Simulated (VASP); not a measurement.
Here is a VASP 6.6.1 calculation.

File INCAR:

```
SYSTEM = LaHg2
ALGO = Normal
EDIFF = 1E-8
ENCUT = 520
GGA = CA
ISIF = 2
ISMEAR = -1
LASPH = .True.
LCHARG = .False.
LEFG = .True.
LREAL = .False.
LWAVE = .False.
NBANDS = 24
NELM = 100
PREC = Accurate
SIGMA = 0.05
```

File KPOINTS:

```
k-points
0
Gamma
  7 7 8
  0 0 0
```

Contents of POSCAR:

```
LaHg2
1.0
    4.9580000000      0.0000000000      0.0000000000
   -2.4790000000      4.2937539520      0.0000000000
    0.0000000000      0.0000000000      3.6400000000
La Hg
1 2
Direct
    0.0000000000      0.0000000000      0.0000000000
    0.2933333333      0.6466666667      0.5000000000
    0.7066666667      0.3533333333      0.5000000000
```

Potentials or basis: VASP PAW LDA potentials, release 64 (La, Hg).

Launch:

```sh
$ cat potpaw_LDA.64/La/POTCAR potpaw_LDA.64/Hg/POTCAR > POTCAR
$ mpirun -np 1 vasp_std > vasp.out
```

**Question.** What does it give for the pressure?

**Answer.** 0.7 GPa.

**Question.** Estimate the largest force.

**Answer.** 3.031 eV/Å.

Forces on the atoms (eV/Å):
```
La   0.000  0.000  0.000
Hg   2.625  1.516  0.000
Hg  -2.625 -1.516  0.000
```

Caveat: the cell differs from its parent crystal (shortest bond scaled by 0.88); without QUAD_EFG the Cq values of the log hold for a quadrupole moment of 1 mb, not for the nuclei; forces of over 1 eV/Å act on the atoms, so gaps and moduli don't describe the material at rest.
